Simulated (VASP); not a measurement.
Write the native input for VASP 6.6.1 that does the following.

| Quantity | Value |
| --- | --- |
| Task | single point |
| Functional | PBE |
| Potentials or basis | VASP PAW PBE potentials, release 64 (Sc_sv, W_sv) |
| Cutoff | 500 eV |
| k mesh | 7 × 7 × 5 |
| Occupations | gaussian, width 0.2 eV |
| Spin | no spin polarisation |
| Dipole correction | no |
| Further INCAR settings | ALGO = Normal; EDIFF = 1e-06; NBANDS = 20 |

The structure of ScW lies in POSCAR:

```
ScW
1.0
    2.7852519505      0.0000000000      0.0000000000
    0.0000000000      2.7852519505      0.0000000000
    0.0000000000      0.0000000000      4.7489846060
Sc W
1 1
Direct
    0.0000000000      0.0000000000      0.0000000000
    0.5000000000      0.5000000000      0.5000000000
```

The input as run:

INCAR

```
SYSTEM = ScW
PREC     = Accurate       ! precision mode
ENCUT    = 500            ! plane-wave cutoff, eV
EDIFF    = 1E-6           ! SCF threshold, eV
ISMEAR   = 0              ! smearing method
SIGMA    = 0.2            ! smearing width, eV
LREAL    = .False.        ! projectors in reciprocal space
LASPH    = .True.         ! aspherical terms in the spheres
NELM     = 120            ! most SCF steps
ALGO     = Normal         ! electronic algorithm
ISIF     = 2              ! what is computed and relaxed
LWAVE    = .False.        ! write WAVECAR
LCHARG   = .False.        ! write CHGCAR
GGA      = PE             ! functional
NBANDS   = 20             ! bands
GGA_COMPAT= .False.
```

KPOINTS

```
Automatic mesh
0
Gamma
  7 7 5
  0 0 0
```

Potentials or basis: VASP PAW PBE potentials, release 64 (Sc_sv, W_sv).

The run is started by

```console
$ cat potpaw_PBE.64/Sc_sv/POTCAR potpaw_PBE.64/W_sv/POTCAR > POTCAR
$ mpirun -np 1 vasp_std > vasp.out
```

Results of the run:

* Pressure: 0.0 GPa
* Band gap on the k mesh: zero (an odd number of electrons rules out a gap without spin polarisation)

Caveat: spin-orbit coupling is left out, which moves the levels of the heavy elements.

Wall time 16 s on 1 thread of Intel Xeon 8259CL, with other jobs on the host, peak memory 0.15 GiB.
